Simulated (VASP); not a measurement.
# Ba (Im-3m) in VASP: a series of runs

Ba is run at these levels: PBEsol; tasks: single point.

Program: VASP 6.6.1. These are calculated values, not measurements. Logs are shortened: lines on timing, memory, paths and dates and some standing lists are left out, and cuts for length are marked.

**1. The cell of the first run**

The structure is cubic, space group Im-3m (No. 229). Conventional cell: a = 5.229 Å, b = 5.229 Å, c = 5.229 Å, α = 90.00°, β = 90.00°, γ = 90.00°.

**2. Single point, PBEsol**

Input file INCAR:

```
SYSTEM = Ba
  ALGO = Normal
  EDIFF = 1E-6
  ENCUT = 500
  GGA = PS
  GGA_COMPAT = .False.
  ISIF = 2
  ISMEAR = 0
  LASPH = .True.
  LCHARG = .False.
  LREAL = .False.
  LWAVE = .False.
  NBANDS = 11
  NELM = 120
  PREC = Accurate
  SIGMA = 0.1
```

Input file KPOINTS:

```
k-points
0
Gamma
  6 6 6
  0 0 0
```

Input file POSCAR:

```
Ba
1.0
   -2.6147350103      2.6147350103      2.6147350103
    2.6147350103     -2.6147350103      2.6147350103
    2.6147350103      2.6147350103     -2.6147350103
Ba
1
Direct
    0.0000000000      0.0000000000      0.0000000000
```

Potentials or basis: VASP PAW PBE potentials, release 64 (Ba_sv).

Launch:

```console
$ cat potpaw_PBE.64/Ba_sv/POTCAR > POTCAR
$ mpirun -np 1 vasp_std > vasp.out
```

OUTCAR:

```text
SYSTEM = Ba
   EDIFF = 1E-6
   ENCUT = 500
   GGA = PS
   ISIF = 2
   ISMEAR = 0
   LASPH = .True.
   LREAL = .False.
   NELM = 120
   PREC = Accurate

 ion  position               nearest neighbor table
   1  0.000  0.000  0.000-

  LATTYP: Found a body centered cubic cell.
 ALAT       =     5.2294700206

  Lattice vectors:

 A1 = (  -2.6147350103,   2.6147350103,   2.6147350103)
 A2 = (   2.6147350103,  -2.6147350103,   2.6147350103)
 A3 = (   2.6147350103,   2.6147350103,  -2.6147350103)

Analysis of symmetry for initial positions (statically):
=====================================================================
 Subroutine PRICEL returns:
 Original cell was already a primitive cell.

 Routine SETGRP: Setting up the symmetry group for a
 body centered cubic supercell.

 Subroutine GETGRP returns: Found 48 space group operations
 (whereof 48 operations were pure point group operations)
 out of a pool of 48 trial point group operations.

The static configuration has the point symmetry O_h .

Analysis of symmetry for dynamics (positions and initial velocities):
=====================================================================
 Subroutine PRICEL returns:
 Original cell was already a primitive cell.

 Routine SETGRP: Setting up the symmetry group for a
 body centered cubic supercell.

 Subroutine GETGRP returns: Found 48 space group operations
 (whereof 48 operations were pure point group operations)
 out of a pool of 48 trial point group operations.

The dynamic configuration has the point symmetry O_h .

 Subroutine INISYM returns: Found 48 space group operations
 (whereof 48 operations are pure point group operations),
 and found     1 'primitive' translations

----------------------------------------------------------------------------------------

                                     Primitive cell

  volume of cell :      71.5061

  direct lattice vectors                    reciprocal lattice vectors
    -2.614735010  2.614735010  2.614735010     0.000000000  0.191223966  0.191223966
     2.614735010 -2.614735010  2.614735010     0.191223966  0.000000000  0.191223966
     2.614735010  2.614735010 -2.614735010     0.191223966  0.191223966  0.000000000

  length of vectors
     4.528853886  4.528853886  4.528853886     0.270431527  0.270431527  0.270431527

[... 72 lines left out ...]
   NSW    =      0    number of steps for IOM
   IBRION =     -1    ionic relax: 0-MD 1-quasi-New 2-CG
   NFREE  =      0    steps in history (QN), initial steepest desc. (CG)
   ISIF   =      2    stress and relaxation
   ISYM   =      2    0-nonsym 1-usesym 2-fastsym
   POTIM  = 0.5000    time-step for ionic-motion
   TEBEG  =    0.0;   TEEND  =   0.0 temperature during run
   PSTRESS=    0.0 pullay stress
   NELECT =      10.0000    total number of electrons
   NUPDOWN=      -1.0000    fix difference up-down
   EMIN   =  10.00;   EMAX   =-10.00  energy-range for DOS
   EFERMI =   0.00;   METHOD = LEGACY
   ISMEAR =     0;   SIGMA  =   0.10  broadening in eV -4-tet -1-fermi 0-gaus
   EFERMI_NEDOS =   21; number of points for ismear=-14 and -15
   IALGO  =     38    algorithm
   IMIX   =      4    mixing-type and parameters
     AMIX     =   0.40;   BMIX     =  1.00
     AMIX_MAG =   1.60;   BMIX_MAG =  1.00
  volume/ion in A,a.u.               =      71.51       482.55
  Fermi-wavevector in a.u.,A,eV,Ry     =   0.849755  1.605804  9.824547  0.722084
  Thomas-Fermi vector in A             =   1.965626
   LORBIT       =      0    0 simple, 1 ext, 2 COOP (PROOUT), +10 PAW based schemes
   GGA     = PS    functional components
   LHFCALC =     F    Hartree Fock is set to
   AEXX    =    0.0000 exact exchange contribution
   IVDW    =     0    specifies the selected vdW correction
   LEPSILON=     F    determine dielectric tensor
   LRPA    =     F    only Hartree local field effects (RPA)
 non-spin polarized calculation
 Gauss-broadening in eV      SIGMA  =   0.10
  energy-cutoff  :      500.00
  volume of cell :       71.51
 maximum number of plane-waves:      1865
 NGX is ok and might be reduce to    36
   NGX = 17   NGY = 17   NGZ = 17

 number of electron      10.0000001 magnetization

 Free energy of the ion-electron system (eV)
  ---------------------------------------------------
  ext. energy  EPLUGINS =         0.00000000
  ---------------------------------------------------
  free energy    TOTEN  =        -2.08450369 eV

  energy without entropy =       -2.07852909  energy(sigma->0) =       -2.08151639

 E-fermi :   1.1564     XC(G=0):  -7.1074

 val. band max:        1.1461412342   @ k =   0.3333   0.1667   0.1667
 cond. band min:       1.2360722856   @ k =   0.3333   0.3333   0.0000
 fundamental gap:      0.0899310515
 Fermi energy:         1.1563522162

 k-point     1 :       0.0000    0.0000    0.0000
  band No.  band energies     occupation
      1     -27.9493      2.00000
      2     -12.9356      2.00000
      3     -12.9356      2.00000
      4     -12.9356      2.00000
      5      -1.5392      2.00000
      6       2.8150      0.00000
      7       2.8150      0.00000
      8       2.8150      0.00000
      9       4.0810      0.00000
     10       4.0810      0.00000
     11       7.7277      0.00000
[... 197 lines left out ...]
 k-point    16 :       0.5000    0.5000    0.5000
  band No.  band energies     occupation
      1     -27.9060      2.00000
      2     -13.1518      2.00000
      3     -13.1518      2.00000
      4     -13.1518      2.00000
      5       0.7679      2.00000
      6       0.7679      2.00000
      7       4.9098      0.00000
      8       4.9098      0.00000
      9       4.9098      0.00000
     10       5.3319      0.00000
     11       5.3319      0.00000

------------------------ aborting loop because EDIFF is reached ----------------------------------------

  FORCE on cell =-STRESS in cart. coord.  units (eV):
  Direction    XX          YY          ZZ          XY          YZ          ZX
  --------------------------------------------------------------------------------------
  -------------------------------------------------------------------------------------
  Total       -0.6010338     -0.6010338     -0.6010338     -0.0000000      0.0000000      0.0000000
  in kB      -13.4668640    -13.4668640    -13.4668640     -0.0000000      0.0000000      0.0000000
  external PRESSURE =     -13.4668640 kB  Pullay stress =       0.0000000 kB

 VOLUME and BASIS-vectors are now :
 -----------------------------------------------------------------------------
  energy-cutoff  :      500.00
  volume of cell :       71.51
      direct lattice vectors                 reciprocal lattice vectors
    -2.614735010  2.614735010  2.614735010     0.000000000  0.191223966  0.191223966
     2.614735010 -2.614735010  2.614735010     0.191223966  0.000000000  0.191223966
     2.614735010  2.614735010 -2.614735010     0.191223966  0.191223966  0.000000000

 POSITION                                       TOTAL-FORCE (eV/Angst)
 -----------------------------------------------------------------------------------
      0.00000      0.00000      0.00000         0.000000      0.000000      0.000000
 -----------------------------------------------------------------------------------
    total drift:                               -0.000000      0.000000      0.000000

  FREE ENERGIE OF THE ION-ELECTRON SYSTEM (eV)
  ---------------------------------------------------
  free  energy   TOTEN  =        -2.0845036855 eV

  energy  without entropy=       -2.0785290891  energy(sigma->0) =       -2.08151639
```

OSZICAR:

```text
N       E                     dE             d eps       ncg     rms          rms(c)
DAV:   1     0.544834766178E+02    0.54483E+02   -0.39238E+03   352   0.706E+02
DAV:   2     0.930329063925E+00   -0.53553E+02   -0.52256E+02   417   0.133E+02
DAV:   3    -0.198622837817E+01   -0.29166E+01   -0.28984E+01   445   0.325E+01
DAV:   4    -0.208061925416E+01   -0.94391E-01   -0.94245E-01   490   0.532E+00
DAV:   5    -0.208196371871E+01   -0.13445E-02   -0.13443E-02   462   0.494E-01    0.137E+00
DAV:   6    -0.208332654097E+01   -0.13628E-02   -0.26716E-03   439   0.483E-01    0.818E-01
DAV:   7    -0.208441772055E+01   -0.10912E-02   -0.49181E-03   400   0.697E-01    0.405E-02
DAV:   8    -0.208449781618E+01   -0.80096E-04   -0.27187E-04   547   0.867E-02    0.195E-02
DAV:   9    -0.208450203961E+01   -0.42234E-05   -0.42929E-06   403   0.198E-02    0.696E-03
DAV:  10    -0.208450378712E+01   -0.17475E-05   -0.39570E-06   406   0.133E-02    0.838E-04
DAV:  11    -0.208450368552E+01    0.10160E-06   -0.14319E-07   233   0.221E-03
   1 F= -.20845037E+01 E0= -.20815164E+01  d E =-.597460E-02
```

It took 24 s on 1 thread of AMD EPYC 7R13, shared host; peak memory 0.17 GiB.

What came out:

```
Free energy            : -2.0845 eV
Pressure               : -1.3 GPa
Band gap on the k mesh : zero (bands 5 and 6 overlap by 0.47 eV)
```

Levels at points of the mesh, in eV from the Fermi level:
```csv
k point,band 3,band 4,band 5,band 6,band 7,band 8
"(0.00, 0.00, 0.00)",-14.09,-14.09,-2.70,1.66,1.66,1.66
"(0.50, 0.00, 0.00)",-14.19,-14.09,-0.84,0.67,0.91,2.83
"(0.50, 0.50, 0.50)",-14.31,-14.31,-0.39,-0.39,3.75,3.75
```

Caveat: the PAW data sets were made with another functional, which shifts forces and pressure a little; spin-orbit coupling is left out, which moves the levels of the heavy elements.

(Part 1 of 2 ends here.)
